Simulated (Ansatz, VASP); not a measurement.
Two plane-wave programs on CoO

The input INCAR:

```
SYSTEM = CoO
AGGAC    = 1.0          
AGGAX    = 1.0          
ALDAC    = 0.0          
ALDAX    = 1.0          
ALGO     = Normal         ! electronic algorithm
EDIFF    = 1E-6           ! SCF threshold, eV
ENCUT    = 520            ! plane-wave cutoff, eV
GGA      = B5             ! functional
ISIF     = 2              ! what is computed and relaxed
ISMEAR   = 0              ! smearing method
ISPIN    = 2              ! spin polarisation
LASPH    = .True.         ! aspherical terms in the spheres
LCHARG   = .False.        ! write CHGCAR
LDAU     = .True.         ! DFT+U
LDAUJ    = 0 0          
LDAUL    = 2 -1           ! shell
LDAUPRINT= 1            
LDAUTYPE = 2            
LDAUU    = 3.3 0          ! U, eV
LMAXMIX  = 4              ! l up to which the mixer works
LORBIT   = 11             ! projections on sites
LREAL    = .False.        ! projectors in reciprocal space
LWAVE    = .False.        ! write WAVECAR
MAGMOM   = 2.89 0.25      ! initial moments
NBANDS   = 18             ! bands
NELM     = 150            ! most SCF steps
PREC     = Accurate       ! precision mode
SIGMA    = 0.05           ! smearing width, eV
```

Contents of KPOINTS:

```
k-points
0
Gamma
  10 10 10
  0 0 0
```

POSCAR

```
CoO
1.0
    0.0000000000      2.2025483011      2.2025483011
    2.2025483011      0.0000000000      2.2025483011
    2.2025483011      2.2025483011      0.0000000000
Co O
1 1
Direct
    0.0000000000      0.0000000000      0.0000000000
    0.5000000000      0.5000000000      0.5000000000
```

Input for Ansatz:

```yaml
crystal:
  lattice:
    - [0.0, 2.2025483011, 2.2025483011]
    - [2.2025483011, 0.0, 2.2025483011]
    - [2.2025483011, 2.2025483011, 0.0]
  atoms:
    - { symbol: Co, position: [0.0, 0.0, 0.0], spin: 2.85 }
    - { symbol: O, position: [0.5, 0.5, 0.5] }
basis:
  ecutwfc: 420
  ecutrho_ratio: 4
kpoints:
  mp_grid: { grid: [10, 10, 10] }
hamiltonian:
  xc: blyp
  hubbard:
    sites:
      - { species: Co, l: d, u_eff: 3.3, starting_ns: start.occupation_matrices }
    ns_hold: { iters: 6 }
scf:
  occupations: { method: gaussian, width: 0.05 }
  lower_state_search: "off"
output:
  forces: true
  stress: true
  eigenvalues: true
  populations: true
  hubbard: { sites: [{ species: Co, l: d }] }
magnetization:
  spin_polarized: true
```

Alike in both runs: task single point; functional BLYP; k mesh 10 × 10 × 10; occupations gaussian, width 0.05 eV; collinear spin; Hubbard terms Co d U = 3.3 eV.

|  | VASP | Ansatz |
| --- | --- | --- |
| version | VASP 6.6.1 | Ansatz 0.2.0 |
| potentials or method | VASP PAW PBE potentials, release 64 (Co, O), cutoff 520 eV | scalar-relativistic, plane waves, PAW |
| valence electrons in the cell | 15 | 23 |

VASP gave:

| Item | Value |
| --- | --- |
| pressure (GPa) | -9.6 |
| net moment per atom (μB) | 1.50 |
| size of the moment on the site where the two differ most (μB) | 2.71 |

Task: Which values does Ansatz return?

Result: Pressure (GPa): -2.3; net moment per atom (μB): 1.50; size of the moment on the site where the two differ most (μB): 2.62.

VASP's potentials were made for PBE, not for BLYP. Site moments also hang on the region over which each program counts them. The programs project onto different local orbitals, so the same U acts differently, and such runs can settle in different states. VASP's potentials hold 15 valence electrons a cell and Ansatz's 23, so a difference there can come from the potentials and not from the codes. Ansatz's warnings: symmetry narrowed by occupation matrices.
